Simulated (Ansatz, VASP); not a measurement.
## Two plane-wave programs on PtS2

```
Pt S
1.0
     3.54320    0.00000    0.00000
    -1.77160    3.06850    0.00000
     0.00000    0.00000    5.03880
Pt S
1 2
Direct
  0.00000 0.00000 0.00000
  0.38055 0.70123 0.19046
  0.66667 0.33333 0.75000
```

Alike in both runs: task single point; functional PBE; k mesh 12 × 12 × 8; occupations gaussian, width 0.05 eV; no spin polarisation.

```csv
,VASP,Ansatz
version,VASP 6.6.1,Ansatz 0.2.0
potentials or method,"VASP PAW PBE potentials, release 64 (Pt, S), cutoff 520 eV","scalar-relativistic, plane waves, PAW"
valence electrons in the cell,22,30
```

|  | VASP | Ansatz | Ansatz less VASP |
| --- | --- | --- | --- |
| gap on the k mesh at the Fermi level (eV) | 0.53 | 0.53 | -0.006 |
| least direct gap on the mesh (eV) | 0.81 | 0.81 | -0.005 |
| pressure (GPa) | 16.7 | 17.2 | +0.51 |
| traceless stress, the component that is largest in VASP (GPa) | -6.77 | -6.79 | -0.016 |
| rms of the force components (eV/Å) | 2.182 | 2.186 | +0.0034 |

Atom by atom the forces differ by 0.020 eV/Å (rms over components). VASP's potentials hold 22 valence electrons a cell and Ansatz's 30, so a difference there can come from the potentials and not from the codes.

Neither program's run includes spin-orbit coupling.
